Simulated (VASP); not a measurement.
Al18N17 (a cell with a defect): relaxation of the atoms with PBE

Al18N17 (a cell with a defect):

```
Al N
1.0
     4.69531   -2.71084   -5.01802
    -4.69531   -2.71084   -5.01802
     0.00000    5.42167   -5.01802
Al N
18 17
Direct
  0.28246 0.28609 0.94654
  0.94383 0.27848 0.27865
  0.61227 0.94459 0.94412
  0.61226 0.27848 0.61025
  0.27775 0.94458 0.27866
  0.94385 0.61301 0.94412
  0.94410 0.94485 0.61049
  0.61066 0.61140 0.27704
  0.27774 0.61300 0.61024
  0.88277 0.22601 0.89109
  0.55602 0.22311 0.22240
  0.22596 0.88458 0.89128
  0.22272 0.22615 0.54821
  0.88764 0.88839 0.22214
  0.55602 0.55674 0.88879
  0.55574 0.88838 0.55404
  0.22238 0.55674 0.22240
  0.88764 0.55647 0.55405
  0.81868 0.15055 0.15023
  0.48384 0.81941 0.81621
  0.48384 0.15055 0.48506
  0.14982 0.81941 0.15024
  0.81868 0.48457 0.81621
  0.81731 0.81804 0.48370
  0.48294 0.48367 0.14934
  0.14981 0.48459 0.48506
  0.09408 0.42846 0.09410
  0.76112 0.42882 0.42752
  0.42771 0.09482 0.09410
  0.42770 0.42844 0.76049
  0.09549 0.09623 0.43029
  0.76113 0.76187 0.09448
  0.76392 0.09623 0.76187
  0.42809 0.76186 0.42752
  0.09549 0.76466 0.76187
```

* Program: VASP 6.6.1
* Task: relaxation of the atoms
* Functional: PBE
* Potentials or basis: VASP PAW PBE potentials, release 64 (Al, N)
* Cutoff: 520 eV
* k mesh: 2 × 2 × 2, shifted
* Occupations: gaussian, width 0.02 eV
* Spin: collinear spin
* Dipole correction: no
* Charge: 3
* Further INCAR settings: LREAL = Auto; ALGO = Normal; EDIFF = 1e-06; IBRION = 2; EDIFFG = -0.03; NSW = 60; NELECT = 136.0

```
Energy gained by relaxing                             : 56.2 meV/atom
Ionic steps                                           : 21
Largest force after relaxing                          : 0.020 eV/Å
Net moment                                            : 0.00 μB per cell
Valence electrons inside the program's atomic spheres : Al 0.81, 0.78, 0.77, 0.76, 0.82, 0.79 (each value once); N 3.85, 3.83, 3.79 (each value once)
```

Forces in eV/Å, atoms in the order of the input:
```
Al   0.000  0.001  0.009
Al   0.010 -0.004  0.002
Al  -0.008 -0.007 -0.001
Al   0.006  0.009  0.002
Al  -0.013 -0.005 -0.001
Al   0.007 -0.006  0.002
Al  -0.003 -0.002 -0.004
Al   0.002  0.000  0.015
Al  -0.001  0.010  0.002
Al   0.003  0.000 -0.006
Al   0.000  0.000 -0.018
Al  -0.004  0.000 -0.008
Al   0.005  0.003 -0.003
Al  -0.002  0.005  0.000
Al   0.002  0.002 -0.019
Al   0.004 -0.003 -0.001
Al   0.000 -0.001 -0.018
Al  -0.004 -0.002  0.000
N    0.000  0.001  0.003
N    0.000  0.000  0.005
N   -0.002  0.003  0.005
N    0.001 -0.002  0.005
N    0.000  0.000  0.002
N    0.002  0.003  0.009
N   -0.003 -0.002 -0.004
N   -0.005  0.000  0.000
N    0.000 -0.003  0.000
N    0.000  0.001  0.007
N    0.001  0.000  0.002
N   -0.003 -0.001  0.000
N    0.001 -0.002 -0.002
N    0.001 -0.001  0.008
N   -0.001  0.002  0.000
N   -0.001  0.002  0.008
N    0.003  0.001 -0.002
```

Step by step:
| step | energy change (eV) | largest force (eV/Å) | pressure (GPa) |
| --- | --- | --- | --- |
| 1 | 0.0000 | 1.9699 | -12.48 |
| 2 | -0.8068 | 1.9618 | -11.38 |
| 3 | 0.2955 | 4.8392 | -7.27 |
| 4 | -1.1316 | 1.5588 | -10.21 |
| 5 | -1.4981 | 0.9450 | -9.63 |
| 6 | -1.5985 | 1.1115 | -9.15 |
| 7 | -1.8127 | 0.4967 | -9.11 |
| 8 | -1.8262 | 0.5629 | -9.06 |
| 9 | -1.8761 | 0.4682 | -8.98 |
| 10 | -1.8856 | 0.4820 | -8.93 |
| 11 | -1.9143 | 0.3264 | -8.91 |
| 12 | -1.9205 | 0.3199 | -8.90 |
| 13 | -1.9431 | 0.2029 | -8.92 |
| 14 | -1.9479 | 0.2476 | -8.93 |
| 15 | -1.9571 | 0.1994 | -8.96 |
| 16 | -1.9587 | 0.2524 | -8.97 |
| 17 | -1.9644 | 0.0837 | -8.98 |
| 18 | -1.9645 | 0.0986 | -8.99 |
| 19 | -1.9664 | 0.0342 | -8.98 |
| 20 | -1.9664 | 0.0351 | -8.98 |
| 21 | -1.9668 | 0.0197 | -8.97 |

Final structure:
```yaml
crystal:
  lattice:
    - [4.69531, -2.71084, -5.01802]
    - [-4.69531, -2.71084, -5.01802]
    - [0.00000, 5.42167, -5.01802]
  atoms:
    - { symbol: Al, position: [0.32121, 0.32210, 0.98751] }
    - { symbol: Al, position: [0.94323, 0.27954, 0.27675] }
    - { symbol: Al, position: [0.61040, 0.94416, 0.94496] }
    - { symbol: Al, position: [0.61044, 0.27956, 0.60960] }
    - { symbol: Al, position: [0.27864, 0.94412, 0.27677] }
    - { symbol: Al, position: [0.94324, 0.61133, 0.94496] }
    - { symbol: Al, position: [0.94248, 0.94335, 0.60881] }
    - { symbol: Al, position: [0.60856, 0.60948, 0.27489] }
    - { symbol: Al, position: [0.27864, 0.61132, 0.60961] }
    - { symbol: Al, position: [0.83846, 0.23555, 0.90096] }
    - { symbol: Al, position: [0.56443, 0.21627, 0.23074] }
    - { symbol: Al, position: [0.23465, 0.83936, 0.90094] }
    - { symbol: Al, position: [0.23462, 0.23555, 0.50478] }
    - { symbol: Al, position: [0.88415, 0.88505, 0.22102] }
    - { symbol: Al, position: [0.56444, 0.56534, 0.88165] }
    - { symbol: Al, position: [0.55468, 0.88508, 0.55044] }
    - { symbol: Al, position: [0.21533, 0.56535, 0.23075] }
    - { symbol: Al, position: [0.88415, 0.55562, 0.55044] }
    - { symbol: N, position: [0.82206, 0.14841, 0.15057] }
    - { symbol: N, position: [0.48426, 0.82297, 0.81380] }
    - { symbol: N, position: [0.48427, 0.14844, 0.48838] }
    - { symbol: N, position: [0.14749, 0.82297, 0.15057] }
    - { symbol: N, position: [0.82206, 0.48516, 0.81380] }
    - { symbol: N, position: [0.81613, 0.81707, 0.48244] }
    - { symbol: N, position: [0.47442, 0.47531, 0.14073] }
    - { symbol: N, position: [0.14751, 0.48514, 0.48838] }
    - { symbol: N, position: [0.09355, 0.43338, 0.09883] }
    - { symbol: N, position: [0.75804, 0.42680, 0.42436] }
    - { symbol: N, position: [0.43249, 0.09446, 0.09884] }
    - { symbol: N, position: [0.43251, 0.43338, 0.75990] }
    - { symbol: N, position: [0.09416, 0.09506, 0.42901] }
    - { symbol: N, position: [0.75803, 0.75896, 0.09221] }
    - { symbol: N, position: [0.76268, 0.09507, 0.76050] }
    - { symbol: N, position: [0.42589, 0.75894, 0.42438] }
    - { symbol: N, position: [0.09415, 0.76357, 0.76050] }
```

Levels at points of the mesh, in eV from the Fermi level:
Spin up:
```tsv
k point	band 65	band 66	band 67	band 68	band 69	band 70	band 71	band 72
(0.25, 0.25, 0.25)	-0.46	-0.39	-0.13	-0.13	2.10	4.77	5.21	5.21
```
Spin down:
```tsv
k point	band 66	band 67	band 68	band 69	band 70	band 71
(0.25, 0.25, 0.25)	-0.39	-0.13	-0.13	2.10	4.77	5.21
```

Wall time 7 min on 8 MPI ranks on AMD EPYC 9R45 96-Core Processor (Zen 5), on a shared host, peak memory 0.3 GiB a rank.

Caveat: the cell carries a net charge on a neutralising background, which shifts energy and pressure; the cell is charged against a uniform background, so pressure and absolute levels hang on convention.
